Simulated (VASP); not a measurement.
A run of VASP 6.6.1:

Contents of INCAR:

```
SYSTEM = Bi2Te3
  ALGO = Normal
  EDIFF = 1E-6
  ENCUT = 520
  GGA = PS
  ISIF = 2
  ISMEAR = -1
  IVDW = 12
  LASPH = .TRUE.
  LCHARG = .TRUE.
  LELF = .TRUE.
  LREAL = .FALSE.
  LVHAR = .TRUE.
  LWAVE = .FALSE.
  NBANDS = 32
  NELM = 60
  PREC = Accurate
  SIGMA = 0.05
```

The input KPOINTS:

```
k-points
0
G
  6 6 6
  0 0 0
```

Contents of POSCAR:

```
Bi2Te3
1.0
   10.2683730000      0.0000000000      0.0000000000
    9.3183735055      4.3136294786      0.0000000000
    9.3183735055      2.0522045677      3.7941870922
Bi Te
2 3
Direct
    0.1880000000      0.1880000000      0.1880000000
    0.5980000000      0.5980000000      0.5980000000
    0.3890000000      0.3890000000      0.3890000000
    0.8000000000      0.8000000000      0.8000000000
    0.0000000000      0.0000000000      0.0000000000
```

Potentials or basis: VASP PAW PBE potentials, release 64 (Bi_d, Te).

Command:

```console
$ cat potpaw_PBE.64/Bi_d/POTCAR potpaw_PBE.64/Te/POTCAR > POTCAR
$ mpirun -np 1 vasp_std > vasp.out
```

Hardware: 1 thread of Intel Xeon 8259CL, on a shared host.

**Question.** Estimate the wall time of this run.

**Answer.** Wall time 17 min on 1 thread of Intel Xeon 8259CL (shared host), peak memory 0.95 GiB. Counts: scf iterations 14, k points 32.
